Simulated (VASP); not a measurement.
Runs of VASP 6.6.1 on H14CO8. The cells are those of the table. 

```csv
task,cell,gap on the mesh (eV),pressure (GPa),largest force (eV/Å)
single point,"a = 6.442 Å, 23 atoms",(a),0.2,(d)
single point,"a = 5.411 Å, 23 atoms",5.01,(b),2.19
single point,"a = 5.244 Å, 23 atoms",4.58,8.3,2.48
single point,"a = 5.269 Å, 23 atoms",5.09,17.6,(c)
```

Alike in all rows: level PBE+D3(BJ); potentials or basis VASP PAW PBE potentials, release 64 (O, H, C); no spin polarisation; k mesh 1 × 1 × 1; cutoff (eV) 520; smearing fermi-dirac 0.05 eV.

Question: Estimate the missing entries.

Answer: (a) 4.73; (b) 7.0; (c) 3.21; (d) 3.00.

Caveats: all runs use coarse meshes.

A k mesh can miss the band edges.
